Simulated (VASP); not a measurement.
Write the native input for VASP 6.6.1 that does the following.

```yaml
Task: single point
Functional: PBEsol
Potentials_or_basis: VASP PAW PBE potentials, release 64 (Mg, S)
Cutoff: 520 eV
k_mesh: 10 × 10 × 10
Occupations: fermi-dirac, width 0.03 eV
Spin: no spin polarisation
Dipole_correction: no
Further_INCAR_settings: ALGO = Normal; EDIFF = 1e-06; NBANDS = 11
```

The structure of MgS lies in POSCAR:

```
MgS
1.0
    0.0000000000      2.6102934190      2.6102934190
    2.6102934190      0.0000000000      2.6102934190
    2.6102934190      2.6102934190      0.0000000000
Mg S
1 1
Direct
    0.0000000000      0.0000000000      0.0000000000
    0.5000000000      0.5000000000      0.5000000000
```

This cell differs from its parent crystal: volume scaled by 1.01.

One way to write it, as run:

INCAR

```
PREC     = Accurate       # precision mode
ENCUT    = 520            # plane-wave cutoff, eV
EDIFF    = 1E-6           # SCF threshold, eV
ISMEAR   = -1             # smearing method
SIGMA    = 0.03           # smearing width, eV
LREAL    = F              # projectors in reciprocal space
LASPH    = T              # aspherical terms in the spheres
NELM     = 80             # most SCF steps
ALGO     = Normal         # electronic algorithm
ISIF     = 2              # what is computed and relaxed
LWAVE    = F              # write WAVECAR
LCHARG   = F              # write CHGCAR
GGA      = PS             # functional
NBANDS   = 11             # bands
```

KPOINTS

```
Automatic mesh
0
Gamma
  10 10 10
```

Potentials or basis: VASP PAW PBE potentials, release 64 (Mg, S).

Launch:

```bash
$ cat potpaw_PBE.64/Mg/POTCAR potpaw_PBE.64/S/POTCAR > POTCAR
$ mpirun -np 1 vasp_std > vasp.out
```

Results of the run:

```
Pressure               : -1.9 GPa
Band gap on the k mesh : 2.68 eV, indirect (least direct gap 3.52 eV)
```

Caveat: the PAW data sets were made with another functional, which shifts forces and pressure a little.

It took 21 s on 1 thread of Intel Xeon 8259CL, with other jobs on the host, peak memory 0.16 GiB.
